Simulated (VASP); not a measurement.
A run of VASP 6.6.1 is set up as follows.

INCAR

```
PREC = Accurate
ENCUT = 520
EDIFF = 1E-6
ISMEAR = 0
SIGMA = 0.15
LREAL = False
LASPH = True
NELM = 60
ALGO = Fast
ISIF = 2
LWAVE = False
LCHARG = True
GGA = CA
LELF = True
LVHAR = True
NBANDS = 14
```

Contents of KPOINTS:

```
Automatic mesh
0
Gamma
  16 16 16
```

Contents of POSCAR:

```
TiAl
1.0
    2.8847571921      0.0000000000      0.0000000000
    0.0000000000      2.8847571921      0.0000000000
    0.0000000000      0.0000000000      3.2242931136
Ti Al
1 1
Direct
    0.0000000000      0.0000000000      0.0000000000
    0.5000000000      0.5000000000      0.5000000000
```

Potentials or basis: VASP PAW LDA potentials, release 64 (Ti_sv, Al).

Launch:

```bash
$ cat potpaw_LDA.64/Ti_sv/POTCAR potpaw_LDA.64/Al/POTCAR > POTCAR
$ mpirun -np 1 vasp_std > vasp.out
```

(1) What does it give for the band gap on the k mesh?

(2) What does it give for the pressure?

## Answers

(1) zero (an odd number of electrons rules out a gap without spin polarisation).

(2) 21.0 GPa.

Caveat: the cell stands under pressure.
